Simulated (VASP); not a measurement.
Write the native input for VASP 6.6.1 that does the following.

```yaml
Task: electric field gradients
Functional: PBE
Potentials_or_basis: VASP PAW PBE potentials, release 64 (Tc_pv)
Cutoff: 520 eV
k_mesh: 18 × 18 × 10
Occupations: gaussian, width 0.05 eV
Spin: no spin polarisation
Dipole_correction: no
Further_INCAR_settings: ALGO = Normal; EDIFF = 1e-08; NBANDS = 20
```

The structure of Tc lies in POSCAR:

```
Tc
1.0
    2.7400000000      0.0000000000      0.0000000000
   -1.3700000000      2.3729096064      0.0000000000
    0.0000000000      0.0000000000      4.3980000000
Tc
2
Direct
    0.3333333333      0.6666666667      0.2500000000
    0.6666666667      0.3333333333      0.7500000000
```

The input as run:

INCAR

```
SYSTEM = Tc
PREC = Accurate
ENCUT = 520
EDIFF = 1E-8
ISMEAR = 0
SIGMA = 0.05
LREAL = .False.
LASPH = .True.
NELM = 60
ALGO = Normal
ISIF = 2
LWAVE = .False.
LCHARG = .False.
GGA = PE
LEFG = .True.
NBANDS = 20
```

KPOINTS

```
regular mesh
0
Gamma
  18 18 10
  0 0 0
```

Potentials or basis: VASP PAW PBE potentials, release 64 (Tc_pv).

Run with:

```bash
$ cat potpaw_PBE.64/Tc_pv/POTCAR > POTCAR
$ mpirun -np 1 vasp_std > vasp.out
```

Results of the run:

```yaml
Pressure: 2.2 GPa
Band_gap_on_the_k_mesh: zero (bands 13 and 14 overlap by 3.40 eV)
Largest_electric_field_gradient_by_atom: Tc -15.3 V/Å²
```

Caveat: without QUAD_EFG the Cq values of the log hold for a quadrupole moment of 1 mb, not for the nuclei.

It took 80 s on 1 thread of Oxide Virtual Turin-like Processor, on a shared host, peak memory 0.18 GiB.
